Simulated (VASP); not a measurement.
Runs of VASP 6.6.1 on Tl. The structure is that of space group P6/mmm (No. 191), or close to it. The cells are those of the table. This isn't the form of Tl at room conditions, which is hcp.

| cell | k mesh | gap on the mesh (eV) | pressure (GPa) |
| --- | --- | --- | --- |
| a = 5.707, b = 5.707, c = 3.507 Å, angles 90.0, 90.0, 120.0°, 3 atoms | 7 × 7 × 10 | none | -0.9 |
| a = 5.633, b = 5.633, c = 3.462 Å, angles 90.0, 90.0, 120.0°, 3 atoms | 7 × 7 × 10 | none | (a) |
| a = 5.398, b = 5.398, c = 3.317 Å, angles 90.0, 90.0, 120.0°, 3 atoms | 7 × 7 × 10 | none | 4.5 |
| a = 5.779, b = 5.779, c = 3.552 Å, angles 90.0, 90.0, 120.0°, 3 atoms | 7 × 7 × 10 | none | -1.6 |
| a = 5.633, b = 5.633, c = 3.462 Å, angles 90.0, 90.0, 120.0°, 3 atoms | 9 × 9 × 12 | none | 0.1 |
| a = 5.849, b = 5.849, c = 3.595 Å, angles 90.0, 90.0, 120.0°, 3 atoms | 7 × 7 × 10 | none | (c) |
| a = 5.556, b = 5.556, c = 3.415 Å, angles 90.0, 90.0, 120.0°, 3 atoms | 7 × 7 × 10 | none | 1.1 |
| a = 5.478, b = 5.478, c = 3.367 Å, angles 90.0, 90.0, 120.0°, 3 atoms | 7 × 7 × 10 | none | (b) |

Alike in all rows: task single point; level PBE; potentials or basis VASP PAW PBE potentials, release 64 (Tl_d); no spin polarisation; cutoff (eV) 520; smearing fermi-dirac 0.1 eV.

Q: Fill in the values left out.

A: (a) -0.1; (b) 2.6; (c) -2.2.

Caveats: spin-orbit coupling is left out, which moves the levels of the heavy elements; the cell stands under pressure (at least some runs).

A k mesh can miss the band edges, and the runs leave out spin-orbit coupling on Tl.

A gap of «none» marks levels without a gap at the run's occupations.
